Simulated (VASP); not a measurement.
Write the native input for VASP 6.6.1 that does the following.

| Property | Result |
| --- | --- |
| Task | single point |
| Functional | PBEsol |
| Potentials or basis | VASP PAW PBE potentials, release 64 (Ag) |
| Cutoff | 520 eV |
| k mesh | 12 × 12 × 1 |
| Occupations | gaussian, width 0.1 eV |
| Spin | no spin polarisation |
| Dipole correction | yes |
| Further INCAR settings | ALGO = Normal; EDIFF = 1e-07; NBANDS = 30 |

The structure of Ag lies in POSCAR:

```
Ag
1.0
    2.8669036825      0.0000000000      0.0000000000
   -1.4334518412      2.4828114192      0.0000000000
    0.0000000000      0.0000000000     24.0224511637
Ag
4
Direct
    0.6666666667      0.3333333333      0.3538356657
    0.3333333333      0.6666666667      0.4512785552
    0.0000000000      0.0000000000      0.5472249449
    0.6666666667      0.3333333333      0.6436871121
```

These files were run (other wordings do the same):

INCAR

```
PREC = Accurate ; ENCUT = 520
EDIFF = 1E-7 ; ISMEAR = 0
SIGMA = 0.1 ; LREAL = F
LASPH = T ; NELM = 100
ALGO = Normal ; ISIF = 2
LWAVE = F ; LCHARG = T
LDIPOL = T ; IDIPOL = 3
DIPOL = 0.5 0.5 0.499 ; GGA = PS
LELF = T ; LVHAR = T
LVACPOTAV = T ; NBANDS = 30
```

KPOINTS

```
Automatic mesh
0
Gamma
  12 12 1
```

Potentials or basis: VASP PAW PBE potentials, release 64 (Ag).

The run is started by

```console
$ cat potpaw_PBE.64/Ag/POTCAR > POTCAR
$ mpirun -np 1 vasp_std > vasp.out
```

It gave:

```
Largest force          : 0.079 eV/Å
Band gap on the k mesh : zero (band 22 reaches 4.18 eV, above the bottom of band 23 at -2.40 eV)
```

Caveat: the PAW data sets were made with another functional, which shifts forces and pressure a little.

It took 4.5 min on 1 thread of Intel(R) Xeon(R) Platinum 8259CL CPU @ 2.50GHz (Skylake/Cascade Lake), with other jobs on the host, peak memory 0.32 GiB.
